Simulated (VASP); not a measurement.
**Bi: single point with PBE**

Bi:

```xyz
1
Lattice="-1.9930 1.9930 1.9930 1.9930 -1.9930 1.9930 1.9930 1.9930 -1.9930" Properties=species:S:1:pos:R:3 pbc="T T T"
Bi    0.0000    0.0000    0.0000
```

This isn't the form of Bi at room conditions, which is rhombohedral.

| Item | Value |
| --- | --- |
| Program | VASP 6.6.1 |
| Task | single point |
| Functional | PBE |
| Potentials or basis | VASP PAW PBE potentials, release 64 (Bi_d) |
| Cutoff | 500 eV |
| k mesh | 6 × 6 × 6 |
| Occupations | gaussian, width 0.05 eV |
| Spin | no spin polarisation |

The pressure is 0.1 GPa. The band gap on the k mesh is zero (an odd number of electrons rules out a gap without spin polarisation).

Levels at points of the mesh, in eV from the Fermi level:
```csv
k point,band 5,band 6,band 7,band 8,band 9,band 10
"(0.00, 0.00, 0.00)",-22.57,-13.07,5.32,5.32,5.32,9.24
"(0.50, 0.00, 0.00)",-22.50,-10.12,-4.64,1.87,3.73,6.23
"(0.50, 0.50, 0.50)",-22.51,-8.09,-1.44,-1.44,-1.44,3.87
```

It took 3.6 s on 1 thread of Intel(R) Xeon(R) 6975P-C (Granite Rapids) (shared host), peak memory 0.15 GiB.

Caveat: the k points lie up to 0.37 Å⁻¹ apart, too coarse for converged energies and pressures of a metal; spin-orbit coupling is left out, which moves the levels of the heavy elements.
